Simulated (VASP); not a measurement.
# GaN (F-43m) in VASP: notebook

GaN is run at these levels: BLYP+D3(BJ), r2SCAN+D4, r2SCAN; tasks: single point, relaxation of cell and atoms.

Everything below comes from runs of VASP 6.6.1. Logs are shortened: lines on timing, memory, paths and dates and some standing lists are left out, and cuts for length are marked.

## Step 1: The cell of the first run

Symmetry: F-43m, No. 216, cubic system. Conventional cell: a = 4.527 Å, b = 4.527 Å, c = 4.527 Å, α = 90.00°, β = 90.00°, γ = 90.00°. Ga (site symmetry -43m) has 4 N at 1.96 Å within 2.6 Å. N (site symmetry -43m) has 4 Ga at 1.96 Å within 2.6 Å.

## Step 2: Single point, BLYP+D3(BJ)

Input file INCAR:

```
  PREC = Accurate
  ENCUT = 520
  EDIFF = 1E-6
  ISMEAR = -1
  SIGMA = 0.05
  LREAL = False
  LASPH = True
  NELM = 80
  ALGO = Normal
  ISIF = 2
  LWAVE = False
  LCHARG = False
  GGA = B5
  ALDAX = 1.0
  AGGAX = 1.0
  AGGAC = 1.0
  ALDAC = 0.0
  IVDW = 12
  VDW_S6 = 1.0
  VDW_S8 = 2.6996
  VDW_A1 = 0.4298
  VDW_A2 = 4.2359
  NBANDS = 16
```

Input file KPOINTS:

```
regular mesh
0
Gamma
  10 10 10
```

Input file POSCAR:

```
GaN
1.0
    0.0000000000      2.2634838180      2.2634838180
    2.2634838180      0.0000000000      2.2634838180
    2.2634838180      2.2634838180      0.0000000000
Ga N
1 1
Direct
    0.0000000000      0.0000000000      0.0000000000
    0.2500000000      0.2500000000      0.2500000000
```

Potentials or basis: VASP PAW PBE potentials, release 64 (Ga_d, N).

Run with:

```console
$ cat potpaw_PBE.64/Ga_d/POTCAR potpaw_PBE.64/N/POTCAR > POTCAR
$ mpirun -np 1 vasp_std > vasp.out
```

OUTCAR:

```text
PREC = Accurate
   ENCUT = 520
   EDIFF = 1E-6
   ISMEAR = -1
   LREAL = False
   LASPH = True
   NELM = 80
   ISIF = 2
   GGA = B5
   IVDW = 12
 IVDW          = 12

 ion  position               nearest neighbor table
   1  0.000  0.000  0.000-   2 1.96   2 1.96   2 1.96   2 1.96
   2  0.250  0.250  0.250-   1 1.96   1 1.96   1 1.96   1 1.96

  LATTYP: Found a face centered cubic cell.
 ALAT       =     4.5269676360

  Lattice vectors:

 A1 = (   0.0000000000,   2.2634838180,   2.2634838180)
 A2 = (   2.2634838180,   0.0000000000,   2.2634838180)
 A3 = (   2.2634838180,   2.2634838180,   0.0000000000)

Analysis of symmetry for initial positions (statically):
=====================================================================
 Subroutine PRICEL returns:
 Original cell was already a primitive cell.

 Routine SETGRP: Setting up the symmetry group for a
 face centered cubic supercell.

 Subroutine GETGRP returns: Found 24 space group operations
 (whereof 24 operations were pure point group operations)
 out of a pool of 48 trial point group operations.

The static configuration has the point symmetry T_d .

Analysis of symmetry for dynamics (positions and initial velocities):
=====================================================================
 Subroutine PRICEL returns:
 Original cell was already a primitive cell.

 Routine SETGRP: Setting up the symmetry group for a
 face centered cubic supercell.

 Subroutine GETGRP returns: Found 24 space group operations
 (whereof 24 operations were pure point group operations)
 out of a pool of 48 trial point group operations.

The dynamic configuration has the point symmetry T_d .

 Subroutine INISYM returns: Found 24 space group operations
 (whereof 24 operations are pure point group operations),
 and found     1 'primitive' translations

----------------------------------------------------------------------------------------

                                     Primitive cell

  volume of cell :      23.1933

  direct lattice vectors                    reciprocal lattice vectors
     0.000000000  2.263483818  2.263483818    -0.220898420  0.220898420  0.220898420
     2.263483818  0.000000000  2.263483818     0.220898420 -0.220898420  0.220898420
     2.263483818  2.263483818  0.000000000     0.220898420  0.220898420 -0.220898420

  length of vectors
     3.201049514  3.201049514  3.201049514     0.382607287  0.382607287  0.382607287
[... 79 lines left out ...]
   ENCUT  =  520.0 eV  38.22 Ry    6.18 a.u.   5.95  5.95  5.95*2*pi/ulx,y,z
   NELM   =     80;   NELMIN=  2; NELMDL= -5     # of ELM steps
   EDIFF  = 0.1E-05   stopping-criterion for ELM
   LREAL  =      F    real-space projection
   EDIFFG = 0.1E-04   stopping-criterion for IOM
   NSW    =      0    number of steps for IOM
   IBRION =     -1    ionic relax: 0-MD 1-quasi-New 2-CG
   NFREE  =      0    steps in history (QN), initial steepest desc. (CG)
   ISIF   =      2    stress and relaxation
   ISYM   =      2    0-nonsym 1-usesym 2-fastsym
   POTIM  = 0.5000    time-step for ionic-motion
   TEBEG  =    0.0;   TEEND  =   0.0 temperature during run
   PSTRESS=    0.0 pullay stress
   NELECT =      18.0000    total number of electrons
   NUPDOWN=      -1.0000    fix difference up-down
   EMIN   =  10.00;   EMAX   =-10.00  energy-range for DOS
   EFERMI =   0.00;   METHOD = LEGACY
   ISMEAR =    -1;   SIGMA  =   0.05  broadening in eV -4-tet -1-fermi 0-gaus
   EFERMI_NEDOS =   21; number of points for ismear=-14 and -15
   IALGO  =     38    algorithm
   IMIX   =      4    mixing-type and parameters
     AMIX     =   0.40;   BMIX     =  1.00
     AMIX_MAG =   1.60;   BMIX_MAG =  1.00
  volume/ion in A,a.u.               =      11.60        78.26
  Fermi-wavevector in a.u.,A,eV,Ry     =   1.504452  2.843002 30.795089  2.263375
  Thomas-Fermi vector in A             =   2.615430
   LORBIT       =      0    0 simple, 1 ext, 2 COOP (PROOUT), +10 PAW based schemes
   GGA     = B5    functional components
   LHFCALC =     F    Hartree Fock is set to
   AEXX    =    0.0000 exact exchange contribution
   IVDW    =    12    specifies the selected vdW correction
   LEPSILON=     F    determine dielectric tensor
   LRPA    =     F    only Hartree local field effects (RPA)
 non-spin polarized calculation
  energy-cutoff  :      520.00
  volume of cell :       23.19
 maximum number of plane-waves:       636
   NGX = 11   NGY = 11   NGZ = 11

 number of electron      17.9999993 magnetization

 Free energy of the ion-electron system (eV)
  ---------------------------------------------------
  ext. energy  EPLUGINS =         0.00000000
  ---------------------------------------------------
  free energy    TOTEN  =       -10.98127081 eV

  energy without entropy =      -10.98127081  energy(sigma->0) =      -10.98127081

 E-fermi :   6.4390     XC(G=0): -11.0360

 val. band max:        5.5355617737   @ k =   0.0000   0.0000   0.0000
 cond. band min:       7.2581558877   @ k =   0.0000   0.0000   0.0000
 fundamental gap:      1.7225941141
 Fermi energy:         6.4390296665

 k-point     1 :       0.0000    0.0000    0.0000
  band No.  band energies     occupation
      1     -10.2002      2.00000
      2      -7.9987      2.00000
      3      -7.9987      2.00000
      4      -7.9987      2.00000
      5      -7.6978      2.00000
      6      -7.6978      2.00000
[... 433 lines left out ...]
      3      -7.7860      2.00000
      4      -7.7860      2.00000
      5      -7.6401      2.00000
      6      -6.6817      2.00000
[... 8 lines left out ...]
     15      27.8211      0.00000
     16      27.9490      0.00000

 [... further k-points ...]

------------------------ aborting loop because EDIFF is reached ----------------------------------------

 Edisp (eV)   -1.10483

 E8    (eV) :    -0.7844

  FORCE on cell =-STRESS in cart. coord.  units (eV):
  Direction    XX          YY          ZZ          XY          YZ          ZX
  --------------------------------------------------------------------------------------
  -------------------------------------------------------------------------------------
  Total       0.20276     0.20276     0.20276     0.00000     0.00000     0.00000
  in kB      14.00686    14.00686    14.00686     0.00000     0.00000     0.00000
  external pressure =       14.01 kB  Pullay stress =        0.00 kB

 VOLUME and BASIS-vectors are now :
 -----------------------------------------------------------------------------
  energy-cutoff  :      520.00
  volume of cell :       23.19
      direct lattice vectors                 reciprocal lattice vectors
     0.000000000  2.263483818  2.263483818    -0.220898420  0.220898420  0.220898420
     2.263483818  0.000000000  2.263483818     0.220898420 -0.220898420  0.220898420
     2.263483818  2.263483818  0.000000000     0.220898420  0.220898420 -0.220898420

 POSITION                                       TOTAL-FORCE (eV/Angst)
 -----------------------------------------------------------------------------------
      0.00000      0.00000      0.00000        -0.000000     -0.000000     -0.000000
      1.13174      1.13174      1.13174         0.000000      0.000000      0.000000
 -----------------------------------------------------------------------------------
    total drift:                                0.000003      0.000003      0.000003

  FREE ENERGIE OF THE ION-ELECTRON SYSTEM (eV)
  ---------------------------------------------------
  free  energy   TOTEN  =       -12.0860994876 eV

  energy  without entropy=      -12.0860994873  energy(sigma->0) =      -12.08609949
```

OSZICAR:

```text
N       E                     dE             d eps       ncg     rms          rms(c)
DAV:   1     0.816004214475E+02    0.81600E+02   -0.93348E+03  1680   0.204E+03
DAV:   2    -0.754568882146E+01   -0.89146E+02   -0.82942E+02  1712   0.326E+02
DAV:   3    -0.133231033534E+02   -0.57774E+01   -0.57590E+01  1808   0.705E+01
DAV:   4    -0.133878154772E+02   -0.64712E-01   -0.64706E-01  1888   0.797E+00
DAV:   5    -0.133886216661E+02   -0.80619E-03   -0.80619E-03  1816   0.778E-01    0.849E+00
DAV:   6    -0.109854939680E+02    0.24031E+01   -0.61897E+00  2264   0.435E+01    0.270E+00
DAV:   7    -0.109928184419E+02   -0.73245E-02   -0.38767E-01  1680   0.778E+00    0.178E+00
DAV:   8    -0.109870991261E+02    0.57193E-02   -0.83283E-02  1792   0.379E+00    0.960E-01
DAV:   9    -0.109809591037E+02    0.61400E-02   -0.17502E-02  2264   0.291E+00    0.271E-01
DAV:  10    -0.109813843776E+02   -0.42527E-03   -0.15953E-03  1704   0.493E-01    0.117E-01
DAV:  11    -0.109812682942E+02    0.11608E-03   -0.33346E-04  2400   0.343E-01    0.909E-03
DAV:  12    -0.109812710801E+02   -0.27859E-05   -0.35578E-05  1656   0.518E-02    0.135E-03
DAV:  13    -0.109812708136E+02    0.26648E-06   -0.39526E-07  1416   0.757E-03
   1 F= -.12086099E+02 E0= -.12086099E+02  d E =-.307848E-09
```

Wall time 9.9 s (1 thread of Intel Xeon 6975P-C (Granite Rapids), shared host); peak memory 0.16 GiB.

Results:

```yaml
Free_energy: -12.0861 eV
Pressure: 1.4 GPa
Band_gap_on_the_k_mesh: 1.72 eV, direct
Dispersion_energy_per_atom: -0.552 eV
```

Levels at points of the mesh, in eV from the valence-band top:
| k point | band 5 | band 6 | band 7 | band 8 | band 9 | band 10 | band 11 | band 12 | band 13 | band 14 |
| --- | --- | --- | --- | --- | --- | --- | --- | --- | --- | --- |
| (0.00, 0.00, 0.00) | -13.23 | -13.23 | 0.00 | 0.00 | 0.00 | 1.72 | 10.22 | 10.22 | 10.22 | 17.68 |
| (0.50, 0.00, 0.00) | -13.19 | -11.92 | -6.87 | -0.95 | -0.95 | 4.58 | 8.79 | 10.36 | 10.36 | 15.80 |
| (0.50, 0.50, 0.00) | -13.16 | -11.47 | -6.04 | -2.62 | -2.62 | 3.59 | 6.60 | 11.76 | 13.79 | 13.79 |

Caveat: the PAW data sets were made with another functional, which shifts forces and pressure a little. BLYP gaps usually lie below the measured ones, often by a third to a half.

## Step 3: Single point, r2SCAN+D4

This run uses another cell than the first one, of 11.26 Å³/atom, 0.971 times its volume.

Input file POSCAR:

```
GaN
1.0
    0.0000000000      2.2413181357      2.2413181357
    2.2413181357      0.0000000000      2.2413181357
    2.2413181357      2.2413181357      0.0000000000
Ga N
1 1
Direct
    0.0000000000      0.0000000000      0.0000000000
    0.2500000000      0.2500000000      0.2500000000
```

Input file INCAR.step1:

```
PREC     = Accurate       # precision mode
ENCUT    = 520            # plane-wave cutoff, eV
ISMEAR   = -1             # smearing method
SIGMA    = 0.05           # smearing width, eV
LREAL    = F              # projectors in reciprocal space
LASPH    = T              # aspherical terms in the spheres
NELM     = 60             # most SCF steps
NBANDS   = 16             # bands
GGA      = PE             # functional
ALGO     = Normal         # electronic algorithm
EDIFF    = 1E-4           # SCF threshold, eV
LWAVE    = T              # write WAVECAR
LCHARG   = F              # write CHGCAR
```

Input file INCAR.step2:

```
PREC     = Accurate       # precision mode
ENCUT    = 520            # plane-wave cutoff, eV
EDIFF    = 1E-6           # SCF threshold, eV
ISMEAR   = -1             # smearing method
SIGMA    = 0.05           # smearing width, eV
LREAL    = F              # projectors in reciprocal space
LASPH    = T              # aspherical terms in the spheres
NELM     = 60             # most SCF steps
ALGO     = Normal         # electronic algorithm
ISIF     = 2              # what is computed and relaxed
LWAVE    = F              # write WAVECAR
LCHARG   = F              # write CHGCAR
METAGGA  = R2SCAN         # meta-GGA
LMIXTAU  = T            
IVDW     = 13             # dispersion correction
VDW_S6   = 1.0          
VDW_S8   = 0.6018749    
VDW_A1   = 0.51559235   
VDW_A2   = 5.77342911   
NBANDS   = 16             # bands
ISTART   = 1
```

KPOINTS is that of step 2.

Potentials or basis: VASP PAW PBE potentials, release 64 (Ga_d, N).

Run with:

```console
$ cat potpaw_PBE.64/Ga_d/POTCAR potpaw_PBE.64/N/POTCAR > POTCAR
$ cp INCAR.step1 INCAR
$ mpirun -np 1 vasp_std > vasp.out
$ cp INCAR.step2 INCAR
$ mpirun -np 1 vasp_std > vasp.out
```

OUTCAR:

```text
PREC = Accurate
   ENCUT = 520
   EDIFF = 1E-6
   ISMEAR = -1
   LREAL = F
   LASPH = T
   NELM = 60
   ISIF = 2
   METAGGA = R2SCAN
   IVDW = 13
   ISTART = 1

 ion  position               nearest neighbor table
   1  0.000  0.000  0.000-   2 1.94   2 1.94   2 1.94   2 1.94
   2  0.250  0.250  0.250-   1 1.94   1 1.94   1 1.94   1 1.94

  LATTYP: Found a face centered cubic cell.
 ALAT       =     4.4826362714

  Lattice vectors:

 A1 = (   0.0000000000,   2.2413181357,   2.2413181357)
 A2 = (   2.2413181357,   0.0000000000,   2.2413181357)
 A3 = (   2.2413181357,   2.2413181357,   0.0000000000)
[... 640 lines left out ...]

  DFT-D4 for vdW energy calculation

  Edisp (eV):   -0.29533

  FORCE on cell =-STRESS in cart. coord.  units (eV):
  Direction    XX          YY          ZZ          XY          YZ          ZX
  --------------------------------------------------------------------------------------
  -------------------------------------------------------------------------------------
  Total       0.15790     0.15790     0.15790    -0.00000    -0.00000     0.00000
  in kB      11.23458    11.23458    11.23458    -0.00000    -0.00000     0.00000
  external pressure =       11.23 kB  Pullay stress =        0.00 kB

 VOLUME and BASIS-vectors are now :
 -----------------------------------------------------------------------------
  energy-cutoff  :      520.00
  volume of cell :       22.52
      direct lattice vectors                 reciprocal lattice vectors
     0.000000000  2.241318136  2.241318136    -0.223083012  0.223083012  0.223083012
     2.241318136  0.000000000  2.241318136     0.223083012 -0.223083012  0.223083012
     2.241318136  2.241318136  0.000000000     0.223083012  0.223083012 -0.223083012

 POSITION                                       TOTAL-FORCE (eV/Angst)
 -----------------------------------------------------------------------------------
      0.00000      0.00000      0.00000         0.000000      0.000000     -0.000000
      1.12066      1.12066      1.12066        -0.000000     -0.000000      0.000000
 -----------------------------------------------------------------------------------
    total drift:                                0.000007      0.000007      0.000008

  FREE ENERGIE OF THE ION-ELECTRON SYSTEM (eV)
  ---------------------------------------------------
  free  energy   TOTEN  =       -22.1884139030 eV

  energy  without entropy=      -22.1884139030  energy(sigma->0) =      -22.18841390
```

OUTCAR.step1:

```text
PREC = Accurate
   ENCUT = 520
   ISMEAR = -1
   LREAL = F
   LASPH = T
   NELM = 60
[... 674 lines left out ...]
 -----------------------------------------------------------------------------------
      0.00000      0.00000      0.00000        -0.000000      0.000000      0.000000
      1.12066      1.12066      1.12066         0.000000     -0.000000     -0.000000
 -----------------------------------------------------------------------------------
    total drift:                                0.000001      0.000001      0.000002

  FREE ENERGIE OF THE ION-ELECTRON SYSTEM (eV)
  ---------------------------------------------------
  free  energy   TOTEN  =       -12.1276106027 eV

  energy  without entropy=      -12.1276106026  energy(sigma->0) =      -12.12761060
```

It took 22 s on 1 thread of Intel Xeon 6975P-C (Granite Rapids), shared host; peak memory 0.15 GiB.

What came out:

```yaml
Free_energy: -22.1884 eV
Pressure: 1.1 GPa
Band_gap_on_the_k_mesh: 2.23 eV, direct
Dispersion_energy_per_atom: -0.148 eV
```

Levels at points of the mesh, in eV from the valence-band top:
```
           k point  band 6  band 7  band 8  band 9  band 10  band 11  band 12  band 13
(0.00, 0.00, 0.00)  -13.48    0.00    0.00    0.00     2.23    11.11    11.11    11.11
(0.50, 0.00, 0.00)  -12.35   -7.27   -1.02   -1.02     5.28     9.53    11.09    11.09
(0.50, 0.50, 0.00)  -11.97   -6.29   -2.84   -2.84     3.77     7.34    12.71    15.12
```

Caveat: the PAW data sets were made with another functional, which shifts forces and pressure a little. r2SCAN opens gaps a little over a GGA but as a rule still falls short of measured ones.

## Step 4: Single point, r2SCAN

This run uses another cell than the first one, of 11.44 Å³/atom, 0.987 times its volume.

Input file POSCAR:

```
GaN
1.0
    0.0000000000      2.2535006075      2.2535006075
    2.2535006075      0.0000000000      2.2535006075
    2.2535006075      2.2535006075      0.0000000000
Ga N
1 1
Direct
    0.0000000000      0.0000000000      0.0000000000
    0.2500000000      0.2500000000      0.2500000000
```

Input file INCAR.step1:

```
ALGO = Normal
EDIFF = 1E-4
ENCUT = 520
GGA = PE
ISMEAR = -1
LASPH = T
LCHARG = F
LREAL = F
LWAVE = T
NBANDS = 16
NELM = 80
PREC = Accurate
SIGMA = 0.05
```

Input file INCAR.step2:

```
ALGO = Normal
EDIFF = 1E-7
ENCUT = 520
ISIF = 2
ISMEAR = -1
ISTART = 1
LASPH = T
LCHARG = T
LELF = T
LMIXTAU = T
LREAL = F
LVHAR = T
LWAVE = F
METAGGA = R2SCAN
NBANDS = 16
NELM = 80
PREC = Accurate
SIGMA = 0.05
```

Input file KPOINTS:

```
k-points
0
Gamma
  10 10 10
```

Run with:

```console
$ cat potpaw_PBE.64/Ga_d/POTCAR potpaw_PBE.64/N/POTCAR > POTCAR
$ cp INCAR.step1 INCAR
$ mpirun -np 1 vasp_std > vasp.out
$ cp INCAR.step2 INCAR
$ mpirun -np 1 vasp_std > vasp.out
```

Wall time 28 s (1 thread of Intel Xeon 6975P-C (Granite Rapids), shared host); peak memory 0.15 GiB.

Results (log left out):

| Property | Result |
| --- | --- |
| Free energy | -21.8969 eV |
| Pressure | -0.1 GPa |
| Band gap on the k mesh | 2.12 eV, direct |

Levels at points of the mesh, in eV from the valence-band top:
```
           k point  band 7  band 8  band 9  band 10  band 11  band 12
(0.00, 0.00, 0.00)    0.00    0.00    0.00     2.12    11.00    11.00
(0.50, 0.00, 0.00)   -7.16   -1.00   -1.00     5.16     9.44    11.00
(0.50, 0.50, 0.00)   -6.22   -2.78   -2.78     3.77     7.24    12.58
```

Caveat: the PAW data sets were made with another functional, which shifts forces and pressure a little.

(Part 1 of 2 ends here.)
